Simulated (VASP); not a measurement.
Wanted: the native input for a VASP 6.6.1 run.

- Task: single point
- Functional: r2SCAN
- Potentials or basis: VASP PAW PBE potentials, release 64 (Cl, F, Mn_pv)
- Cutoff: 520 eV
- k mesh: 5 × 5 × 5
- Occupations: tetrahedron
- Spin: no spin polarisation
- Dipole correction: no
- Further INCAR settings: ALGO = Normal; EDIFF = 1e-06; NBANDS = 52

The system is MnCl3F.

```
CELL_PARAMETERS angstrom
3.22153 5.57985 0.00000
-3.22153 5.57985 0.00000
0.00000 0.00000 5.36906
ATOMIC_POSITIONS crystal
Cl 0.15900 0.15900 0.25000
Cl 0.84100 0.31800 0.75000
Cl 0.68200 0.15900 0.25000
Cl 0.84100 0.84100 0.75000
Cl 0.15900 0.68200 0.25000
Cl 0.31800 0.84100 0.75000
F 0.33330 0.33340 0.75000
F 0.66660 0.66670 0.25000
Mn 0.00000 0.00000 0.00000
Mn 0.00000 0.00000 0.50000
```

One way to write it, as run:

POSCAR

```
MnCl3F
1.0
    3.2215280700      5.5798465200      0.0000000000
   -3.2215280700      5.5798465200      0.0000000000
    0.0000000000      0.0000000000      5.3690644500
Cl F Mn
6 2 2
Direct
    0.1590000000      0.1590000000      0.2500000000
    0.8410000000      0.3180000000      0.7500000000
    0.6820000000      0.1590000000      0.2500000000
    0.8410000000      0.8410000000      0.7500000000
    0.1590000000      0.6820000000      0.2500000000
    0.3180000000      0.8410000000      0.7500000000
    0.3333000000      0.3334000000      0.7500000000
    0.6666000000      0.6667000000      0.2500000000
    0.0000000000      0.0000000000      0.0000000000
    0.0000000000      0.0000000000      0.5000000000
```

INCAR.step1

```
SYSTEM = MnCl3F
PREC = Accurate
ENCUT = 520
ISMEAR = -5
SIGMA = 0.1
LREAL = .False.
LASPH = .True.
NELM = 100
LMAXMIX = 4
NBANDS = 52
GGA = PE
ALGO = Normal
EDIFF = 1E-4
LWAVE = .True.
LCHARG = .False.
```

INCAR.step2

```
SYSTEM = MnCl3F
PREC = Accurate
ENCUT = 520
EDIFF = 1E-6
ISMEAR = -5
SIGMA = 0.1
LREAL = .False.
LASPH = .True.
NELM = 100
ALGO = Normal
ISIF = 2
LWAVE = .False.
LCHARG = .False.
LMAXMIX = 4
METAGGA = R2SCAN
LMIXTAU = .True.
LORBIT = 11
NBANDS = 52
ISTART = 1
```

KPOINTS

```
regular mesh
0
Gamma
  5 5 5
  0 0 0
```

Potentials or basis: VASP PAW PBE potentials, release 64 (Cl, F, Mn_pv).

Command:

```bash
$ cat potpaw_PBE.64/Cl/POTCAR potpaw_PBE.64/F/POTCAR potpaw_PBE.64/Mn_pv/POTCAR > POTCAR
$ cp INCAR.step1 INCAR
$ mpirun -np 1 vasp_std > vasp.out
$ cp INCAR.step2 INCAR
$ mpirun -np 1 vasp_std > vasp.out
```

It gave:

```yaml
Pressure: -1.3 GPa
Largest_force: 0.027 eV/Å
Band_gap_on_the_k_mesh: zero (bands 41 and 42 overlap by 0.02 eV)
Valence_electrons_inside_the_program's_atomic_spheres: Cl 5.10; F 5.97; Mn 11.78
```

Caveat: the PAW data sets were made with another functional, which shifts forces and pressure a little; the run has no spin polarisation, though such a crystal can be magnetic; semilocal functionals often make such compounds metallic where correlation or magnetic order opens a gap, which also shifts bond lengths; tetrahedron occupations give inexact forces and stress in metals.

It took 25 min on 1 thread of Intel(R) Xeon(R) 6975P-C (Granite Rapids), with other jobs on the host, peak memory 0.48 GiB.
